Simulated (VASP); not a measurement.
Wanted: the native input for a VASP 6.6.1 run.

* Task: single point
* Functional: r2SCAN
* Potentials or basis: VASP PAW PBE potentials, release 64 (Zn, S)
* Cutoff: 520 eV
* k mesh: 6 × 6 × 4
* Occupations: gaussian, width 0.05 eV
* Spin: no spin polarisation
* Dipole correction: no
* Further INCAR settings: ALGO = Normal; EDIFF = 1e-06; NBANDS = 26

The system is ZnS.

```
Zn S
1.0
     3.80672    0.00000    0.00000
    -1.90336    3.29672    0.00000
     0.00000    0.00000    6.24574
Zn S
2 2
Direct
  0.20480 0.60240 0.98114
  0.66667 0.33333 0.50539
  0.33333 0.66667 0.37961
  0.66667 0.33333 0.87961
```

This cell differs from its parent crystal: atom 1 (Zn) moved +0.450 Å towards its neighbour atom 4 (S) at 2.334 Å.

The input as run:

POSCAR

```
ZnS
1.0
    3.8067217484      0.0000000000      0.0000000000
   -1.9033608742      3.2967177392      0.0000000000
    0.0000000000      0.0000000000      6.2457351519
Zn S
2 2
Direct
    0.2047978312      0.6023989156     -0.0188619779
    0.6666666667      0.3333333333      0.5053880718
    0.3333333333      0.6666666667      0.3796119282
    0.6666666667      0.3333333333      0.8796119282
```

INCAR.step1

```
SYSTEM = ZnS
ALGO = Normal
EDIFF = 1E-4
ENCUT = 520
GGA = PE
ISMEAR = 0
LASPH = .TRUE.
LCHARG = .FALSE.
LREAL = .FALSE.
LWAVE = .TRUE.
NBANDS = 26
NELM = 100
PREC = Accurate
SIGMA = 0.05
```

INCAR.step2

```
SYSTEM = ZnS
ALGO = Normal
EDIFF = 1E-6
ENCUT = 520
ISIF = 2
ISMEAR = 0
ISTART = 1
LASPH = .TRUE.
LCHARG = .FALSE.
LMIXTAU = .TRUE.
LREAL = .FALSE.
LWAVE = .FALSE.
METAGGA = R2SCAN
NBANDS = 26
NELM = 100
PREC = Accurate
SIGMA = 0.05
```

KPOINTS

```
k-points
0
G
  6 6 4
  0 0 0
```

Potentials or basis: VASP PAW PBE potentials, release 64 (Zn, S).

The run is started by

```console
$ cat potpaw_PBE.64/Zn/POTCAR potpaw_PBE.64/S/POTCAR > POTCAR
$ cp INCAR.step1 INCAR
$ mpirun -np 1 vasp_std > vasp.out
$ cp INCAR.step2 INCAR
$ mpirun -np 1 vasp_std > vasp.out
```

Results of the run:

```yaml
Pressure: 6.8 GPa
Largest_force: 7.927 eV/Å
Band_gap_on_the_k_mesh: 2.68 eV
```

Caveat: the cell differs from its parent crystal (atom 1 (Zn) moved +0.450 Å towards its neighbour atom 4 (S) at 2.334 Å); the cell stands under pressure; the PAW data sets were made with another functional, which shifts forces and pressure a little.

Run time: 4.3 min on 1 thread of AMD EPYC 7R13 Processor (Zen 3) (shared host), peak memory 0.22 GiB.
